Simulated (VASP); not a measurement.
SnO2, 12 atoms in the cell. The structure is orthorhombic, space group Imma (No. 74). Conventional cell: a = 6.498 Å, b = 6.829 Å, c = 6.828 Å, α = 90.00°, β = 90.00°, γ = 90.00°. Within 2.8 Å of Sn (site symmetry 2/m) lie 6 O at 2.09 Å. Sn (site symmetry mm2) has 6 O at 2.09 to 2.10 Å within 2.8 Å. Within 2.8 Å of O (site symmetry m) lie 3 Sn at 2.09 to 2.10 Å and 1 O at 2.64 Å. O (site symmetry m) has 3 Sn at 2.09 Å and 1 O at 2.64 Å within 2.8 Å. 

- Program: VASP 6.6.1
- Task: single point
- Functional: r2SCAN
- Potentials or basis: VASP PAW PBE potentials, release 64 (Sn_d, O)
- Cutoff: 520 eV
- k mesh: 6 × 6 × 6
- Occupations: fermi-dirac, width 0.05 eV
- Spin: no spin polarisation
- Dipole correction: no
- Further INCAR settings: ALGO = Normal; EDIFF = 1e-07; NBANDS = 64

Potentials or basis: VASP PAW PBE potentials, release 64 (Sn_d, O).

Command:

```console
$ cat potpaw_PBE.64/Sn_d/POTCAR potpaw_PBE.64/O/POTCAR > POTCAR
$ cp INCAR.step1 INCAR
$ mpirun -np 1 vasp_std > vasp.out
$ cp INCAR.step2 INCAR
$ mpirun -np 1 vasp_std > vasp.out
```

Hardware: 1 thread of Oxide Virtual Turin-like Processor, on a shared host.

Question: Estimate the wall time of this run.

Answer: It took 42 min on 1 thread of Oxide Virtual Turin-like Processor (shared host), peak memory 0.53 GiB. Counts: k points 46.
